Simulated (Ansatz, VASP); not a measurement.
## C in VASP and in Ansatz

```
CELL_PARAMETERS angstrom
0.00000 1.78340 1.78340
1.78340 0.00000 1.78340
1.78340 1.78340 0.00000
ATOMIC_POSITIONS crystal
C 0.50000 0.50000 0.24767
C 0.75000 0.75000 0.75000
```

Alike in both runs: task single point; functional LDA; k mesh 12 × 12 × 12; no spin polarisation.

```csv
,VASP,Ansatz
version,VASP 6.6.1,Ansatz 0.2.0
potentials or method,"VASP PAW LDA potentials, release 64 (C), cutoff 520 eV","scalar-relativistic, plane waves, PAW"
occupations,"methfessel-paxton of order 1, width 0.4 eV","cold, width 0.4 eV"
valence electrons in the cell,8,8
```

|  | VASP | Ansatz | Ansatz less VASP |
| --- | --- | --- | --- |
| gap on the k mesh at the Fermi level (eV) | none | none | - |
| rms of the force components (eV/Å) | 17.297 | 17.011 | -0.2859 |

LDA's correlation is that of Perdew and Zunger in VASP and of Perdew and Wang (1992) in Ansatz. Atom by atom the forces differ by 0.286 eV/Å (rms over components). A gap of «none» marks a metal or a gap that the smearing closes.
